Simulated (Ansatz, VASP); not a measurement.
**Sb: VASP beside Ansatz**

```xyz
6
Lattice="3.3885 0.0000 0.0000 0.0000 4.7920 0.0000 0.0000 0.0000 24.4712" Properties=species:S:1:pos:R:3 pbc="T T T"
Sb    0.8471    1.1980    8.1048
Sb    2.5413    3.5940    9.4491
Sb    0.8471    1.1980   10.9700
Sb    2.5413    3.5940   13.5012
Sb    0.8471    1.1980   15.0221
Sb    2.5413    3.5940   16.3664
```

Alike in both runs: functional PBE; k mesh 10 × 7 × 1; occupations fermi-dirac, width 0.08 eV; no spin polarisation.

Ansatz relaxed the structure, and its values are those at the end. VASP's run is a single point on that final structure, the one shown.

|  | VASP | Ansatz |
| --- | --- | --- |
| version | VASP 6.6.1 | Ansatz 0.2.0 |
| potentials or method | VASP PAW PBE potentials, release 64 (Sb) | PAW with Ansatz's default frozen-core files, scalar-relativistic |
| plane-wave cutoff (eV) | 520 | 420 |
| valence electrons in the cell | 30 | 90 |

Ansatz gave:

| Quantity | Value |
| --- | --- |
| rms of the force components (eV/Å) | 0.002 |

Problem. Estimate VASP's values.

Solution. rms of the force components (eV/Å): 0.007.

With one functional, cell and mesh, what is left measures potentials, basis and numerics. VASP's potentials hold 30 valence electrons a cell and Ansatz's 90, so a difference there can come from the potentials and not from the codes. Ansatz's warnings: stress scf threshold loose.

Spin-orbit coupling is off throughout.
